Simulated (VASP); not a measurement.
# Cu (Fmmm) in VASP: a series of runs

Cu is run at these levels: PBEsol; tasks: single point.

All numbers are computed with VASP 6.6.1; they aren't measurements. Logs are shortened: lines on timing, memory, paths and dates and some standing lists are left out, and cuts for length are marked.

**1. The cell of the first run**

It takes space group Fmmm (No. 69, orthorhombic). The conventional cell has a = 2.720 Å, b = 4.016 Å, c = 4.159 Å, α = 90.00°, β = 90.00°, γ = 90.00°. Within 3.2 Å of Cu (site symmetry mmm) lie 14 Cu at 2.43 to 2.89 Å.

**2. Single point, PBEsol (strain +0.0350 x Voigt [0, 0, 0, 0, 0, 1])**

INCAR reads:

```
PREC = Accurate ; ENCUT = 520
EDIFF = 1E-6 ; ISMEAR = 0
SIGMA = 0.15 ; LREAL = F
LASPH = T ; NELM = 80
ALGO = Fast ; ISIF = 2
LWAVE = F ; LCHARG = T
GGA = PS ; LELF = T
LVHAR = T ; NBANDS = 12
```

KPOINTS reads:

```
regular mesh
0
Gamma
  30 30 30
```

POSCAR reads:

```
Cu
1.0
   -1.4198026243      1.4198026243      1.3600071991
    1.4198026243     -1.4198026243      1.3600071991
    1.4703808349      1.4703808349     -1.3600071991
Cu
1
Direct
    0.0000000000      0.0000000000      0.0000000000
```

Potentials or basis: VASP PAW PBE potentials, release 64 (Cu).

Launch:

```sh
> cat potpaw_PBE.64/Cu/POTCAR > POTCAR
> mpirun -np 1 vasp_std > vasp.out
```

OUTCAR:

```text
PREC = Accurate
   ENCUT = 520
   EDIFF = 1E-6
   ISMEAR = 0
   LREAL = F
   LASPH = T
   NELM = 80
   ISIF = 2
   GGA = PS

 ion  position               nearest neighbor table
   1  0.000  0.000  0.000-

  LATTYP: Found a face centered orthorhombic cell.
 ALAT       =     2.7200143982
 B/A-ratio  =     1.4763922783
 C/A-ratio  =     1.5289864053

  Lattice vectors:

 A1 = (   2.8901834592,   0.0505782106,   0.0000000000)
 A2 = (   1.4703808349,   1.4703808349,   1.3600071991)
 A3 = (   1.4198026243,  -1.4198026243,   1.3600071991)

Analysis of symmetry for initial positions (statically):
=====================================================================
 Subroutine PRICEL returns:
 Original cell was already a primitive cell.

 Routine SETGRP: Setting up the symmetry group for a
 face centered orthorhombic supercell.

 Subroutine GETGRP returns: Found  8 space group operations
 (whereof  8 operations were pure point group operations)
 out of a pool of  8 trial point group operations.

The static configuration has the point symmetry D_2h.

Analysis of symmetry for dynamics (positions and initial velocities):
=====================================================================
 Subroutine PRICEL returns:
 Original cell was already a primitive cell.

 Routine SETGRP: Setting up the symmetry group for a
 face centered orthorhombic supercell.

 Subroutine GETGRP returns: Found  8 space group operations
 (whereof  8 operations were pure point group operations)
 out of a pool of  8 trial point group operations.

The dynamic configuration has the point symmetry D_2h.

 Subroutine INISYM returns: Found  8 space group operations
 (whereof  8 operations are pure point group operations),
 and found     1 'primitive' translations

----------------------------------------------------------------------------------------

                                     Primitive cell

  volume of cell :      11.3569

  direct lattice vectors                    reciprocal lattice vectors
    -1.419802624  1.419802624  1.360007199    -0.006056834  0.346104792  0.367645113
     1.419802624 -1.419802624  1.360007199     0.346104792 -0.006056834  0.367645113
     1.470380835  1.470380835 -1.360007199     0.340047958  0.340047958  0.000000000

  length of vectors
     2.425138876  2.425138876  2.484684926     0.504963505  0.504963505  0.480900434

  position of ions in fractional coordinates (direct lattice)
     0.000000000  0.000000000  0.000000000

  ion indices of the primitive-cell ions
   primitive index   ion index
[... 82 lines left out ...]
   TEBEG  =    0.0;   TEEND  =   0.0 temperature during run
   PSTRESS=    0.0 pullay stress
   NELECT =      11.0000    total number of electrons
   NUPDOWN=      -1.0000    fix difference up-down
   EMIN   =  10.00;   EMAX   =-10.00  energy-range for DOS
   EFERMI =   0.00;   METHOD = LEGACY
   ISMEAR =     0;   SIGMA  =   0.15  broadening in eV -4-tet -1-fermi 0-gaus
   EFERMI_NEDOS =   21; number of points for ismear=-14 and -15
   IALGO  =     68    algorithm
   IMIX   =      4    mixing-type and parameters
     AMIX     =   0.40;   BMIX     =  1.00
     AMIX_MAG =   1.60;   BMIX_MAG =  1.00
  volume/ion in A,a.u.               =      11.36        76.64
  Fermi-wavevector in a.u.,A,eV,Ry     =   1.619768  3.060917 35.696888  2.623647
  Thomas-Fermi vector in A             =   2.713815
   LORBIT       =      0    0 simple, 1 ext, 2 COOP (PROOUT), +10 PAW based schemes
   GGA     = PS    functional components
   LHFCALC =     F    Hartree Fock is set to
   AEXX    =    0.0000 exact exchange contribution
   IVDW    =     0    specifies the selected vdW correction
   LEPSILON=     F    determine dielectric tensor
   LRPA    =     F    only Hartree local field effects (RPA)
 non-spin polarized calculation
 RMM-DIIS sequential band-by-band and
 Gauss-broadening in eV      SIGMA  =   0.15
  energy-cutoff  :      520.00
  volume of cell :       11.36
 maximum number of plane-waves:       320
   NGX =  9   NGY =  9   NGZ =  9

 number of electron      11.0000014 magnetization

 Free energy of the ion-electron system (eV)
  ---------------------------------------------------
  ext. energy  EPLUGINS =         0.00000000
  ---------------------------------------------------
  free energy    TOTEN  =        -4.26705301 eV

  energy without entropy =       -4.26341818  energy(sigma->0) =       -4.26523559

 E-fermi :   7.8878     XC(G=0): -13.1382

 val. band max:        7.8874922010   @ k =  -0.2333  -0.3333   0.2000
 cond. band min:       7.8911496664   @ k =  -0.2000  -0.3667   0.2333
 fundamental gap:      0.0036574654
 Fermi energy:         7.8877842993

 k-point     1 :       0.0000    0.0000    0.0000
  band No.  band energies     occupation
      1      -1.7918      2.00000
      2       4.4932      2.00000
      3       4.6373      2.00000
      4       4.8789      2.00000
      5       5.5990      2.00000
      6       5.8666      2.00000
      7      31.7991      0.00000
      8      33.3553      0.00000
      9      34.3304      0.00000
     10      35.9688      0.00000
     11      36.7160      0.00000
     12      37.6930      0.00000
[... 331 lines left out ...]
 k-point    24 :       0.2667    0.0333    0.0000
  band No.  band energies     occupation
      1       1.1440      2.00000
      2       4.1205      2.00000
      3       4.6426      2.00000
      4       5.6363      2.00000
      5       5.7327      2.00000
      6       5.8346      2.00000
      7      20.4922      0.00000
      8      26.6571      0.00000
      9      27.9688      0.00000
     10      30.4885      0.00000
     11      33.3341      0.00000
     12      38.2329      0.00000

 [... further k-points ...]

------------------------ aborting loop because EDIFF is reached ----------------------------------------

  FORCE on cell =-STRESS in cart. coord.  units (eV):
  Direction    XX          YY          ZZ          XY          YZ          ZX
  --------------------------------------------------------------------------------------
  -------------------------------------------------------------------------------------
  Total        0.0728276      0.0728276      0.0928836     -0.3017441      0.0000000      0.0000000
  in kB       10.2741916     10.2741916     13.1035956    -42.5686918      0.0000000      0.0000000
  external PRESSURE =      11.2173263 kB  Pullay stress =       0.0000000 kB

 VOLUME and BASIS-vectors are now :
 -----------------------------------------------------------------------------
  energy-cutoff  :      520.00
  volume of cell :       11.36
      direct lattice vectors                 reciprocal lattice vectors
    -1.419802624  1.419802624  1.360007199    -0.006056834  0.346104792  0.367645113
     1.419802624 -1.419802624  1.360007199     0.346104792 -0.006056834  0.367645113
     1.470380835  1.470380835 -1.360007199     0.340047958  0.340047958  0.000000000

 POSITION                                       TOTAL-FORCE (eV/Angst)
 -----------------------------------------------------------------------------------
      0.00000      0.00000      0.00000        -0.000000     -0.000000      0.000000
 -----------------------------------------------------------------------------------
    total drift:                                0.000000      0.000000      0.000000

  FREE ENERGIE OF THE ION-ELECTRON SYSTEM (eV)
  ---------------------------------------------------
  free  energy   TOTEN  =        -4.2670530054 eV

  energy  without entropy=       -4.2634181768  energy(sigma->0) =       -4.26523559
```

OSZICAR:

```text
N       E                     dE             d eps       ncg     rms          rms(c)
DAV:   1     0.416191497257E+02    0.41619E+02   -0.53881E+03 99924   0.155E+03
DAV:   2    -0.404121315588E+01   -0.45660E+02   -0.42092E+02 92640   0.205E+02
DAV:   3    -0.534664428206E+01   -0.13054E+01   -0.12977E+01103460   0.396E+01
DAV:   4    -0.535431069269E+01   -0.76664E-02   -0.76653E-02101072   0.269E+00
DAV:   5    -0.535438011949E+01   -0.69427E-04   -0.69425E-04103976   0.260E-01    0.831E+00
RMM:   6    -0.464367122106E+01    0.71071E+00   -0.34733E+00112424   0.346E+01    0.453E+00
RMM:   7    -0.428448196982E+01    0.35919E+00   -0.47710E-01111360   0.124E+01    0.108E+00
RMM:   8    -0.426918963205E+01    0.15292E-01   -0.16494E-02115413   0.130E+00    0.345E-01
RMM:   9    -0.426698199382E+01    0.22076E-02   -0.41087E-03116374   0.121E+00    0.216E-02
RMM:  10    -0.426704337413E+01   -0.61380E-04   -0.50098E-04117874   0.302E-01    0.111E-02
RMM:  11    -0.426705141615E+01   -0.80420E-05   -0.82848E-05124335   0.114E-01    0.991E-03
RMM:  12    -0.426705271081E+01   -0.12947E-05   -0.14128E-05120995   0.453E-02    0.325E-03
RMM:  13    -0.426705300537E+01   -0.29456E-06   -0.25815E-06 88787   0.168E-02
   1 F= -.42670530E+01 E0= -.42652356E+01  d E =-.363483E-02
```

Wall time 3.7 min (1 thread of Intel Xeon 6975P-C (Granite Rapids), shared host); peak memory 0.57 GiB.

Results:

```yaml
Free_energy: -4.2671 eV
Pressure: 1.1 GPa
Band_gap_on_the_k_mesh: zero (an odd number of electrons rules out a gap without spin polarisation)
```

Caveat: the cell differs from its parent crystal (strain +0.0350 x Voigt [0, 0, 0, 0, 0, 1]); the PAW data sets were made with another functional, which shifts forces and pressure a little.

**3. Single point, PBEsol (strain +0.0250 x Voigt [0, 0, 0, 0, 0, 1])**

INCAR reads:

```
PREC     = Accurate       # precision mode
ENCUT    = 520            # plane-wave cutoff, eV
EDIFF    = 1E-7           # SCF threshold, eV
ISMEAR   = 0              # smearing method
SIGMA    = 0.15           # smearing width, eV
LREAL    = False          # projectors in reciprocal space
LASPH    = True           # aspherical terms in the spheres
NELM     = 100            # most SCF steps
ALGO     = Fast           # electronic algorithm
ISIF     = 2              # what is computed and relaxed
LWAVE    = False          # write WAVECAR
LCHARG   = False          # write CHGCAR
GGA      = PS             # functional
NBANDS   = 12             # bands
```

KPOINTS reads:

```
Automatic mesh
0
Gamma
  30 30 30
```

POSCAR reads:

```
Cu
1.0
   -1.4270280830      1.4270280830      1.3600071991
    1.4270280830     -1.4270280830      1.3600071991
    1.4631553762      1.4631553762     -1.3600071991
Cu
1
Direct
    0.0000000000      0.0000000000      0.0000000000
```

Potentials or basis: VASP PAW PBE potentials, release 64 (Cu).

Launch:

```sh
> cat potpaw_PBE.64/Cu/POTCAR > POTCAR
> mpirun -np 1 vasp_std > vasp.out
```

Wall time 4.4 min (1 thread of Intel Xeon 6975P-C (Granite Rapids), shared host); peak memory 0.57 GiB.

It converged, with:

```yaml
Free_energy: -4.2696 eV
Pressure: 1.2 GPa
Band_gap_on_the_k_mesh: zero (an odd number of electrons rules out a gap without spin polarisation)
```

Stress tensor (GPa, compression positive):
```
 1.13 -3.02  0.00
-3.02  1.13  0.00
 0.00  0.00  1.34
```

Levels at points of the mesh, in eV from the Fermi level:
```csv
k point,band 3,band 4,band 5,band 6,band 7,band 8,band 9,band 10
"(0.00, 0.00, 0.00)",-3.22,-3.04,-2.29,-2.02,24.17,25.29,26.44,28.34
"(0.50, 0.00, 0.00)",-2.17,-1.91,-1.37,-0.54,4.80,16.91,17.83,21.31
"(0.50, 0.50, 0.00)",-2.40,-2.15,-1.36,-0.84,4.39,18.74,18.99,22.66
"(0.00, 0.00, 0.50)",-2.35,-2.04,-1.43,-1.20,3.85,19.09,19.55,23.06
"(0.50, 0.50, 0.50)",-1.63,-1.51,-1.51,7.50,7.65,9.95,13.29,14.02
```

Caveat: the cell differs from its parent crystal (strain +0.0250 x Voigt [0, 0, 0, 0, 0, 1]); the PAW data sets were made with another functional, which shifts forces and pressure a little.

(Continued in part 2 of 2.)
